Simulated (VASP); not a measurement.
# SnO (P2_1/m) in VASP: single point with PBE+D3(BJ)

Aim: the single point of SnO with PBE+D3(BJ).

All numbers are computed with VASP 6.6.1; they aren't measurements. Logs are shortened: lines on timing, memory, paths and dates and some standing lists are left out, and cuts for length are marked.

**1. The cell of the first run**

Symmetry: P2_1/m, No. 11, monoclinic system. The conventional cell has a = 3.837 Å, b = 3.837 Å, c = 4.763 Å, α = 90.00°, β = 91.43°, γ = 90.00°. Within 2.9 Å of Sn (site symmetry m) lie 4 O at 2.22 to 2.27 Å. O (site symmetry m) has 4 Sn at 2.22 to 2.27 Å and 4 O at 2.71 Å within 2.9 Å.

**2. Single point, PBE+D3(BJ) (strain +0.0250 x Voigt [0, 0, 0, 1, 0, 0])**

Input file INCAR:

```
SYSTEM = SnO
PREC     = Accurate       ! precision mode
ENCUT    = 520            ! plane-wave cutoff, eV
EDIFF    = 1E-6           ! SCF threshold, eV
ISMEAR   = 0              ! smearing method
SIGMA    = 0.15           ! smearing width, eV
LREAL    = .FALSE.        ! projectors in reciprocal space
LASPH    = .TRUE.         ! aspherical terms in the spheres
NELM     = 60             ! most SCF steps
ALGO     = Normal         ! electronic algorithm
ISIF     = 2              ! what is computed and relaxed
LWAVE    = .FALSE.        ! write WAVECAR
LCHARG   = .FALSE.        ! write CHGCAR
GGA      = PE             ! functional
IVDW     = 12             ! dispersion correction
NBANDS   = 28             ! bands
```

Input file KPOINTS:

```
Automatic mesh
0
G
  12 12 10
  0 0 0
```

Input file POSCAR:

```
SnO
1.0
    3.8370962941      0.0000000000      0.0000000000
    0.0000000000      3.8370962941      0.0479637037
    0.0000000000      0.0595266219      4.7621297486
Sn O
2 2
Direct
    0.0000000000      0.5000000000      0.2432421493
    0.5000000000      0.0000000000      0.7567578507
    0.0000000000      0.0000000000      0.0000000000
    0.5000000000      0.5000000000      0.0000000000
```

Potentials or basis: VASP PAW PBE potentials, release 64 (Sn_d, O).

Launch:

```
$ cat potpaw_PBE.64/Sn_d/POTCAR potpaw_PBE.64/O/POTCAR > POTCAR
$ mpirun -np 1 vasp_std > vasp.out
```

OUTCAR:

```text
SYSTEM = SnO
   PREC = Accurate
   ENCUT = 520
   EDIFF = 1E-6
   ISMEAR = 0
   LREAL = .FALSE.
   LASPH = .TRUE.
   NELM = 60
   ISIF = 2
   GGA = PE
   IVDW = 12
 IVDW          = 12

 ion  position               nearest neighbor table
   1  0.000  0.500  0.243-   3 2.22   4 2.24   4 2.24   3 2.27   2 3.54   2 3.54   2 3.60   2 3.60
                             2 3.62   2 3.62   2 3.68   2 3.68
   2  0.500  0.000  0.757-   4 2.22   3 2.24   3 2.24   4 2.27   1 3.54   1 3.54   1 3.60   1 3.60
                             1 3.62   1 3.62   1 3.68   1 3.68
   3  0.000  0.000  0.000-   1 2.22   2 2.24   2 2.24   1 2.27
   4  0.500  0.500  0.000-   2 2.22   1 2.24   1 2.24   2 2.27

  LATTYP: Found a simple monoclinic cell.
 ALAT       =     3.8373960555
 B/A-ratio  =     0.9999218842
 C/A-ratio  =     1.2410764244
 COS(beta)  =    -0.0249960944

  Lattice vectors:

 A1 = (   0.0000000000,   3.8370962941,   0.0479637037)
 A2 = (   3.8370962941,   0.0000000000,   0.0000000000)
 A3 = (   0.0000000000,  -0.0595266219,  -4.7621297486)

Analysis of symmetry for initial positions (statically):
=====================================================================
 Subroutine PRICEL returns:
 Original cell was already a primitive cell.

 Routine SETGRP: Setting up the symmetry group for a
 simple monoclinic supercell.

 Subroutine GETGRP returns: Found  4 space group operations
 (whereof  2 operations were pure point group operations)
 out of a pool of  4 trial point group operations.

The static configuration has the point symmetry C_1h.
 The point group associated with its full space group is C_2h.

Analysis of symmetry for dynamics (positions and initial velocities):
=====================================================================
 Subroutine PRICEL returns:
 Original cell was already a primitive cell.

 Routine SETGRP: Setting up the symmetry group for a
 simple monoclinic supercell.

 Subroutine GETGRP returns: Found  4 space group operations
 (whereof  2 operations were pure point group operations)
 out of a pool of  4 trial point group operations.

The dynamic configuration has the point symmetry C_1h.
 The point group associated with its full space group is C_2h.

 Subroutine INISYM returns: Found  4 space group operations
 (whereof  2 operations are pure point group operations),
 and found     1 'primitive' translations

----------------------------------------------------------------------------------------

                                     Primitive cell

  volume of cell :      70.1033

  direct lattice vectors                    reciprocal lattice vectors
     3.837096294  0.000000000  0.000000000     0.260613736  0.000000000  0.000000000
     0.000000000  3.837096294  0.047963704     0.000000000  0.260654463 -0.003258181
     0.000000000  0.059526622  4.762129749     0.000000000 -0.002625286  0.210022895

  length of vectors
     3.837096294  3.837396056  4.762501775     0.260613736  0.260674826  0.210039302

  position of ions in fractional coordinates (direct lattice)
     0.000000000  0.500000000  0.243242149
     0.500000000  0.000000000  0.756757851
     0.000000000  0.000000000  0.000000000
     0.500000000  0.500000000  0.000000000

  ion indices of the primitive-cell ions
   primitive index   ion index
                 1           1
                 2           2
                 3           3
                 4           4

----------------------------------------------------------------------------------------

 KPOINTS: Automatic mesh

Automatic generation of k-mesh.
 Grid dimensions read from file:
 generate k-points for:   12   12   10

 Generating k-lattice:

  Cartesian coordinates                     Fractional coordinates (reciprocal lattice)
     0.021717811  0.000000000  0.000000000     0.083333333  0.000000000  0.000000000
     0.000000000  0.021721205 -0.000271515     0.000000000  0.083333333  0.000000000
     0.000000000 -0.000262529  0.021002289     0.000000000  0.000000000  0.100000000

  Length of vectors
     0.021717811  0.021722902  0.021003930

  Shift w.r.t. Gamma in fractional coordinates (k-lattice)
     0.000000000  0.000000000  0.000000000

 Subroutine IBZKPT returns following result:
 ===========================================

 Found    434 irreducible k-points:

 Following reciprocal coordinates:
            Coordinates               Weight
  0.000000  0.000000  0.000000      1.000000
  0.083333  0.000000  0.000000      2.000000
  0.166667  0.000000  0.000000      2.000000
  0.250000  0.000000  0.000000      2.000000
  0.333333  0.000000  0.000000      2.000000
  0.416667  0.000000  0.000000      2.000000
[... 16 lines left out ...]
  0.083333  0.250000  0.000000      4.000000
  0.166667  0.250000  0.000000      4.000000
 [... further k-points ...]
   k-points           NKPTS =    434   k-points in BZ     NKDIM =    434   number of bands    NBANDS=     28
   number of dos      NEDOS =    301   number of ions     NIONS =      4
   total plane-waves  NPLWV =  32400
   dimension x,y,z NGX =    30 NGY =   30 NGZ =   36
   dimension x,y,z NGXF=    60 NGYF=   60 NGZF=   72
   ions per type =               2   2
   NGX,Y,Z   is equivalent  to a cutoff of  13.00, 13.00, 12.57 a.u.
   NGXF,Y,Z  is equivalent  to a cutoff of  26.00, 25.99, 25.13 a.u.
 SYSTEM =  SnO
   PREC   = accura    normal or accurate (medium, high low for compatibility)
   ISTART =      0    job   : 0-new  1-cont  2-samecut
   ICHARG =      2    charge: 1-file 2-atom 10-const
   ISPIN  =      1    spin polarized calculation?
   LNONCOLLINEAR =      F non collinear calculations
   LSORBIT =      F    spin-orbit coupling
   LASPH  =      T    aspherical Exc in radial PAW
   ENCUT  =  520.0 eV  38.22 Ry    6.18 a.u.   7.13  7.14  8.86*2*pi/ulx,y,z
   NELM   =     60;   NELMIN=  2; NELMDL= -5     # of ELM steps
   EDIFF  = 0.1E-05   stopping-criterion for ELM
   LREAL  =      F    real-space projection
   EDIFFG = 0.1E-04   stopping-criterion for IOM
   NSW    =      0    number of steps for IOM
   IBRION =     -1    ionic relax: 0-MD 1-quasi-New 2-CG
   NFREE  =      0    steps in history (QN), initial steepest desc. (CG)
   ISIF   =      2    stress and relaxation
   ISYM   =      2    0-nonsym 1-usesym 2-fastsym
   POTIM  = 0.5000    time-step for ionic-motion
   TEBEG  =    0.0;   TEEND  =   0.0 temperature during run
   PSTRESS=    0.0 pullay stress
   NELECT =      40.0000    total number of electrons
   NUPDOWN=      -1.0000    fix difference up-down
   EMIN   =  10.00;   EMAX   =-10.00  energy-range for DOS
   EFERMI =   0.00;   METHOD = LEGACY
   ISMEAR =     0;   SIGMA  =   0.15  broadening in eV -4-tet -1-fermi 0-gaus
   EFERMI_NEDOS =   21; number of points for ismear=-14 and -15
   IALGO  =     38    algorithm
   IMIX   =      4    mixing-type and parameters
     AMIX     =   0.40;   BMIX     =  1.00
     AMIX_MAG =   1.60;   BMIX_MAG =  1.00
  volume/ion in A,a.u.               =      17.53       118.27
  Fermi-wavevector in a.u.,A,eV,Ry     =   1.357840  2.565945 25.085460  1.843729
  Thomas-Fermi vector in A             =   2.484724
   LORBIT       =      0    0 simple, 1 ext, 2 COOP (PROOUT), +10 PAW based schemes
   GGA     = PE    functional components
   LHFCALC =     F    Hartree Fock is set to
   AEXX    =    0.0000 exact exchange contribution
   IVDW    =    12    specifies the selected vdW correction
   LEPSILON=     F    determine dielectric tensor
   LRPA    =     F    only Hartree local field effects (RPA)
 non-spin polarized calculation
 Gauss-broadening in eV      SIGMA  =   0.15
  energy-cutoff  :      520.00
  volume of cell :       70.10
 maximum number of plane-waves:      1914
 NGX is ok and might be reduce to    30
   NGX = 15   NGY = 15   NGZ = 17

 number of electron      40.0000012 magnetization

 Free energy of the ion-electron system (eV)
  ---------------------------------------------------
  ext. energy  EPLUGINS =         0.00000000
  ---------------------------------------------------
  free energy    TOTEN  =       -22.68286013 eV

  energy without entropy =      -22.68165322  energy(sigma->0) =      -22.68225667

 E-fermi :   7.1940     XC(G=0): -10.2737

 val. band max:        7.1006158566   @ k =   0.5000   0.5000   0.0000
 cond. band min:       7.2607673125   @ k =   0.5000   0.5000   0.1000
 fundamental gap:      0.1601514558
 Fermi energy:         7.1939792640

 k-point     1 :       0.0000    0.0000    0.0000
  band No.  band energies     occupation
      1     -14.8397      2.00000
      2     -14.4488      2.00000
      3     -14.4457      2.00000
      4     -14.4346      2.00000
      5     -14.4057      2.00000
      6     -14.3977      2.00000
[... 20 lines left out ...]
     27      13.8080      0.00000
     28      14.2102      0.00000

 k-point     2 :       0.0833    0.0000    0.0000
  band No.  band energies     occupation
      1     -14.8357      2.00000
      2     -14.4467      2.00000
      3     -14.4444      2.00000
      4     -14.4341      2.00000
      5     -14.4060      2.00000
      6     -14.3953      2.00000
[... 20 lines left out ...]
     27      13.9526      0.00000
     28      14.7374      0.00000

 k-point     3 :       0.1667    0.0000    0.0000
  band No.  band energies     occupation
      1     -14.8242      2.00000
      2     -14.4501      2.00000
      3     -14.4405      2.00000
      4     -14.4393      2.00000
      5     -14.4066      2.00000
      6     -14.4010      2.00000
[... 20 lines left out ...]
     27      14.0877      0.00000
     28      15.9689      0.00000

 k-point     4 :       0.2500    0.0000    0.0000
  band No.  band energies     occupation
      1     -14.8060      2.00000
      2     -14.5122      2.00000
      3     -14.4340      2.00000
      4     -14.4312      2.00000
      5     -14.4072      2.00000
      6     -14.4051      2.00000
[... 578 lines left out ...]
     27      14.2118      0.00000
     28      17.3053      0.00000

 k-point    23 :       0.0833    0.2500    0.0000
  band No.  band energies     occupation
      1     -14.8046      2.00000
      2     -14.5237      2.00000
      3     -14.4409      2.00000
      4     -14.4189      2.00000
      5     -14.4137      2.00000
      6     -14.4050      2.00000
[... 20 lines left out ...]
     27      14.7309      0.00000
     28      16.9278      0.00000

 k-point    24 :       0.1667    0.2500    0.0000
  band No.  band energies     occupation
      1     -14.8001      2.00000
      2     -14.5589      2.00000
      3     -14.4444      2.00000
      4     -14.4157      2.00000
      5     -14.4078      2.00000
      6     -14.4058      2.00000
[... 20 lines left out ...]
     27      15.5414      0.00000
     28      15.8120      0.00000

 [... further k-points ...]

------------------------ aborting loop because EDIFF is reached ----------------------------------------

 Edisp (eV)   -0.93887

 E8    (eV) :    -0.4074

  FORCE on cell =-STRESS in cart. coord.  units (eV):
  Direction    XX          YY          ZZ          XY          YZ          ZX
  --------------------------------------------------------------------------------------
  -------------------------------------------------------------------------------------
  Total       0.09760     0.13995     0.12394     0.00000    -0.57843     0.00000
  in kB       2.23065     3.19845     2.83258     0.00000   -13.21974     0.00000
  external pressure =        2.75 kB  Pullay stress =        0.00 kB

 VOLUME and BASIS-vectors are now :
 -----------------------------------------------------------------------------
  energy-cutoff  :      520.00
  volume of cell :       70.10
      direct lattice vectors                 reciprocal lattice vectors
     3.837096294  0.000000000  0.000000000     0.260613736  0.000000000  0.000000000
     0.000000000  3.837096294  0.047963704     0.000000000  0.260654463 -0.003258181
     0.000000000  0.059526622  4.762129749     0.000000000 -0.002625286  0.210022895

 POSITION                                       TOTAL-FORCE (eV/Angst)
 -----------------------------------------------------------------------------------
      0.00000      1.93303      1.18233         0.000000     -0.134543      0.095664
      1.91855      0.04505      3.60378         0.000000      0.134543     -0.095664
      0.00000      0.00000      0.00000         0.000000      0.084379     -0.007235
      1.91855      1.91855      0.02398         0.000000     -0.084379      0.007235
 -----------------------------------------------------------------------------------
    total drift:                                0.000000      0.000000      0.000000

  FREE ENERGIE OF THE ION-ELECTRON SYSTEM (eV)
  ---------------------------------------------------
  free  energy   TOTEN  =       -23.6217319593 eV

  energy  without entropy=      -23.6205250558  energy(sigma->0) =      -23.62112851
```

Run time: 8.5 min. Hardware: 1 thread of Intel Xeon 6975P-C (Granite Rapids), shared host; peak memory 0.7 GiB.

Results:

```
Free energy                : -23.6217 eV
Pressure                   : 0.3 GPa
Largest force              : 0.165 eV/Å
Band gap on the k mesh     : 0.01 eV (least direct gap 1.87 eV)
Dispersion energy per atom : -0.235 eV
```

Forces in eV/Å, atoms in the order of the input:
```
Sn   0.000 -0.135  0.096
Sn   0.000  0.135 -0.096
O    0.000  0.084 -0.007
O    0.000 -0.084  0.007
```

Stress tensor (GPa, compression positive):
```
 0.22  0.00  0.00
 0.00  0.32 -1.32
 0.00 -1.32  0.28
```

Caveat: the cell differs from its parent crystal (strain +0.0250 x Voigt [0, 0, 0, 1, 0, 0]); the smearing spreads over this small gap; semilocal functionals underestimate gaps, and a narrow one can read as zero; spin-orbit coupling is left out, which moves the levels of the heavy elements. A k mesh can miss the band edges.

The gap in the log of VASP goes by the Fermi energy; the results here count the filled bands.